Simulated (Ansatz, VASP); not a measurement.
**Two plane-wave programs on Si3Br2**

```
Si Br
1.0
     4.23426    2.44465    2.13439
    -4.23426    2.44465    2.13439
     0.00000   -4.88931    2.13439
Si Br
3 2
Cartesian
  -2.1171 1.2223 1.0672
  2.1171 1.2223 1.0672
  0.0000 -2.4447 1.0672
  0.0000 0.0000 4.6867
  0.0000 0.0000 1.7165
```

Change from the starting cell: ordered vacancies on the cation sites of cuprite (R-3m, No. 166).

Alike in both runs: functional PBE; k mesh 4 × 4 × 4; occupations gaussian, width 0.1 eV; no spin polarisation.

Ansatz relaxed the structure, and its values are those at the end. VASP's run is a single point on that final structure, the one shown.

```csv
,VASP,Ansatz
version,VASP 6.6.1,Ansatz 0.2.0
potentials or method,"VASP PAW PBE potentials, release 64 (Si, Br), cutoff 520 eV","scalar-relativistic, plane waves, PAW"
valence electrons in the cell,26,26
```

|  | VASP | Ansatz | Ansatz less VASP |
| --- | --- | --- | --- |
| gap on the k mesh at the Fermi level (eV) | none | none | - |
| pressure (GPa) | 0.2 | 0.1 | -0.02 |
| rms of the force components (eV/Å) | 0.004 | 0.003 | -0.0008 |

A gap of «none» marks a metal or a gap that the smearing closes. With one functional, cell and mesh, what is left measures potentials, basis and numerics.
